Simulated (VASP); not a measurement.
The system is MnS.

```
Mn S
1.0
     6.19808    0.00000    0.00000
     0.00000    3.09904    0.00000
     0.00000    0.00000    3.09904
Mn S
2 2
Direct
  0.25000 0.50000 0.50000
  0.75000 0.50000 0.50000
  0.00000 0.00000 0.00000
  0.50000 0.00000 0.00000
```

Base run:

* Program: VASP 6.6.1
* Functional: LDA
* Potentials or basis: VASP PAW LDA potentials, release 64 (Mn_pv, S)
* Cutoff: 520 eV
* k mesh: 3 × 6 × 6, shifted
* Occupations: methfessel-paxton, width 0.01 eV
* Spin: no spin polarisation

Its results: band gap on the k mesh zero (bands 19 and 20 overlap by 0.57 eV); pressure -36.0 GPa.

Task: The run is repeated on the same cell with these changes: spin from no spin polarisation to collinear spin, antiferromagnetic start; further incar settings from ALGO = Normal; EDIFF = 1e-06; NBANDS = 27 to ALGO = Normal; EDIFF = 1e-07; NBANDS = 31. What comes out?

Result: Band gap on the k mesh zero (filled and empty bands overlap); pressure -13.1 GPa; net moment 0.00 μB per cell; site moments Mn +3.49, -3.49; S +0.00 μB.

Caveats: the cell stands under tension; semilocal functionals often make such compounds metallic where correlation or magnetic order opens a gap, which also shifts bond lengths; the antiferromagnetic order is the one typed at the start, and another may lie lower (at least some runs).
